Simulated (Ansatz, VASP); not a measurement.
Two plane-wave programs on Nb

Contents of POSCAR:

```
Nb
1.0
   -1.6639500000      1.6639500000      1.6639500000
    1.6639500000     -1.6639500000      1.6639500000
    1.6639500000      1.6639500000     -1.6639500000
Nb
1
Direct
    0.0000000000      0.0000000000      0.0000000000
```

INCAR.step1

```
PREC = Accurate ; ENCUT = 550
ISMEAR = -1 ; SIGMA = 0.05
LREAL = F ; LASPH = T
NELM = 120 ; NBANDS = 12
GGA = PE ; ALGO = Normal
EDIFF = 1E-5 ; LWAVE = T
LCHARG = F ; GGA_COMPAT = F
```

Contents of INCAR.step2:

```
PREC = Accurate ; ENCUT = 550
EDIFF = 1E-6 ; ISMEAR = -1
SIGMA = 0.05 ; LREAL = F
LASPH = T ; NELM = 120
ALGO = Normal ; ISIF = 2
LWAVE = F ; LCHARG = T
METAGGA = R2SCAN ; LMIXTAU = T
LELF = T ; LVHAR = T
NBANDS = 12 ; ISTART = 1
GGA_COMPAT = F
```

Contents of KPOINTS:

```
Automatic mesh
0
Gamma
  10 10 10
```

Input for Ansatz:

```yaml
crystal:
  lattice:
    - [-1.66395, 1.66395, 1.66395]
    - [1.66395, -1.66395, 1.66395]
    - [1.66395, 1.66395, -1.66395]
  atoms:
    - { symbol: Nb, position: [0.0, 0.0, 0.0] }
hamiltonian:
  xc: r2scan
  pseudopotentials: { kind: paw }
basis:
  ecutwfc: 500
kpoints:
  mp_grid: { grid: [10, 10, 10] }
scf:
  occupations: { method: fermi_dirac, width: 0.05 }
  lower_state_search: "off"
  algorithm: density_mixing
  max_iter: 60
  mixing: { algorithm: broyden, ndim: 8, beta: 0.7, preconditioner: none }
output:
  forces: true
  stress: true
```

Alike in both runs: task single point; functional r2SCAN; k mesh 10 × 10 × 10; occupations fermi-dirac, width 0.05 eV; no spin polarisation.

```csv
,VASP,Ansatz
version,VASP 6.6.1,Ansatz 0.2.0
potentials or method,"VASP PAW PBE potentials, release 64 (Nb_sv), cutoff 550 eV","PAW, plane waves, scalar-relativistic"
valence electrons in the cell,13,13
```

|  | VASP | Ansatz | Ansatz less VASP |
| --- | --- | --- | --- |
| pressure (GPa) | -3.3 | -3.2 | +0.09 |

VASP's potentials were made for PBE, not for r2SCAN.
